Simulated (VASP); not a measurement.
Here is a VASP 6.6.1 calculation.

POSCAR

```
HfH2
1.0
   -1.7324560127      1.7324560127      2.1535680086
    1.7324560127     -1.7324560127      2.1535680086
    1.7324560127      1.7324560127     -2.1535680086
Hf H
1 2
Direct
    0.0000000000      0.0000000000      0.0000000000
    0.7500000000      0.2500000000      0.5000000000
    0.2500000000      0.7500000000      0.5000000000
```

The input INCAR.step1:

```
PREC = Accurate
ENCUT = 520
ISMEAR = 0
SIGMA = 0.1
LREAL = False
LASPH = True
NELM = 60
NBANDS = 13
GGA = PE
ALGO = Normal
EDIFF = 1E-4
LWAVE = True
LCHARG = False
```

The input INCAR.step2:

```
PREC = Accurate
ENCUT = 520
EDIFF = 1E-6
ISMEAR = 0
SIGMA = 0.1
LREAL = False
LASPH = True
NELM = 60
ALGO = Normal
ISIF = 2
LWAVE = False
LCHARG = True
METAGGA = R2SCAN
LMIXTAU = True
LELF = True
LVHAR = True
NBANDS = 13
ISTART = 1
```

File KPOINTS:

```
Automatic mesh
0
Gamma
  16 16 16
```

Potentials or basis: VASP PAW PBE potentials, release 64 (Hf_pv, H).

Run with:

```bash
$ cat potpaw_PBE.64/Hf_pv/POTCAR potpaw_PBE.64/H/POTCAR > POTCAR
$ cp INCAR.step1 INCAR
$ mpirun -np 1 vasp_std > vasp.out
$ cp INCAR.step2 INCAR
$ mpirun -np 1 vasp_std > vasp.out
```

Q: Predict the pressure.

A: -1.1 GPa.

Q: Predict the band gap on the k mesh.

A: Zero (bands 6 and 7 overlap by 1.21 eV).

Stress tensor (GPa, compression positive):
```
-1.10  0.00  0.00
 0.00 -1.10  0.00
 0.00  0.00 -0.95
```

Caveat: the PAW data sets were made with another functional, which shifts forces and pressure a little; spin-orbit coupling is left out, which moves the levels of the heavy elements.
